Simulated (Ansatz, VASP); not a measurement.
**C12N in VASP and in Ansatz**

```
CELL_PARAMETERS angstrom
5.05093 0.00000 0.00000
0.00000 5.05093 0.00000
0.00000 0.00000 22.37549
ATOMIC_POSITIONS crystal
C 0.00000 0.25000 0.17877
C 0.00000 0.75000 0.17877
C 0.50000 0.25000 0.17877
C 0.50000 0.75000 0.17877
C 0.00000 0.00000 0.21867
C 0.00000 0.50000 0.21867
C 0.50000 0.00000 0.21867
C 0.50000 0.50000 0.21867
C 0.25000 0.00000 0.25858
C 0.25000 0.50000 0.25858
C 0.75000 0.00000 0.25858
C 0.75000 0.50000 0.25858
C 0.25000 0.25000 0.29760
C 0.25000 0.75000 0.29760
C 0.75000 0.25000 0.29760
C 0.75000 0.75000 0.29760
C 0.00000 0.25000 0.33949
C 0.00000 0.75000 0.33949
C 0.50000 0.25000 0.33949
C 0.50000 0.75000 0.33949
C 0.00000 0.00000 0.37432
C 0.00000 0.50000 0.37432
C 0.50000 0.00000 0.37432
C 0.50000 0.50000 0.37432
N 0.45322 0.37500 0.43867
N 0.04678 0.37500 0.43867
```

Alike in both runs: task single point; functional PBE; k mesh 5 × 5 × 1; occupations gaussian, width 0.05 eV; no spin polarisation.

|  | VASP | Ansatz |
| --- | --- | --- |
| version | VASP 6.6.1 | Ansatz 0.2.0 |
| potentials or method | VASP PAW PBE potentials, release 64 (C, N), cutoff 520 eV | scalar-relativistic, plane waves, PAW |
| valence electrons in the cell | 106 | 106 |

|  | VASP | Ansatz | Ansatz less VASP |
| --- | --- | --- | --- |
| gap on the k mesh at the Fermi level (eV) | none | none | - |
| rms of the force components (eV/Å) | 1.379 | 1.385 | +0.0060 |

Atom by atom the forces differ by 0.013 eV/Å (rms over components). A gap of «none» marks a metal or a gap that the smearing closes. The functional is the same, so the differences come from potentials, cutoffs and numerics.
